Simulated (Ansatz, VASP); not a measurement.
# One calculation of Sn, two programs

Contents of INCAR:

```
SYSTEM = Sn
PREC = Accurate
ENCUT = 520
EDIFF = 1E-6
ISMEAR = -1
SIGMA = 0.1
LREAL = .FALSE.
LASPH = .TRUE.
NELM = 60
ALGO = Normal
ISIF = 2
LWAVE = .FALSE.
LCHARG = .TRUE.
GGA = PE
LELF = .TRUE.
LVHAR = .TRUE.
NBANDS = 21
```

Contents of KPOINTS:

```
Automatic mesh
0
G
  18 18 12
  0 0 0
```

Contents of POSCAR:

```
Sn
1.0
   -3.0165120167      3.0182086921      1.6241858750
    3.0182086921     -3.0165120167      1.6241858750
    3.0162450524      3.0162450524     -1.6210757764
Sn
2
Direct
    0.0000231878      0.9999768122      0.0000000000
    0.7499768122      0.2500231878      0.5000000000
```

Input for Ansatz:

```yaml
crystal:
  lattice:
    - [-3.0165120167, 3.0182086921, 1.624185875]
    - [3.0182086921, -3.0165120167, 1.624185875]
    - [3.0162450524, 3.0162450524, -1.6210757764]
  atoms:
    - { symbol: Sn, position: [2.31878e-05, 0.9999768122, 0.0] }
    - { symbol: Sn, position: [0.7499768122, 0.2500231878, 0.5] }
hamiltonian:
  xc: pbe
  pseudopotentials:
    kind: paw
    azcp:
      Sn: "pseudopotentials/Sn.paw.azcp"
basis:
  ecutwfc: 420
  fft_grid_basis: typed
kpoints:
  mp_grid: { grid: [18, 18, 12], shift: [0, 0, 0] }
magnetization:
  spin_polarized: false
scf:
  occupations: { method: fermi_dirac, width: 0.1 }
output:
  stress: true
```

Alike in both runs: task single point; functional PBE; k mesh 18 × 18 × 12; occupations fermi-dirac, width 0.1 eV; no spin polarisation.

|  | VASP | Ansatz |
| --- | --- | --- |
| version | VASP 6.6.1 | Ansatz 0.2.0 |
| potentials or method | VASP PAW PBE potentials, release 64 (Sn_d), cutoff 520 eV | plane waves (420 eV) with PAW, scalar-relativistic |
| valence electrons in the cell | 28 | 28 |

|  | VASP | Ansatz | Ansatz less VASP |
| --- | --- | --- | --- |
| pressure (GPa) | -1.7 | -1.7 | +0.05 |
| traceless stress, the component that is largest in VASP (GPa) | 0.24 | 0.24 | -0.004 |

The functional is the same, so the differences come from potentials, cutoffs and numerics.
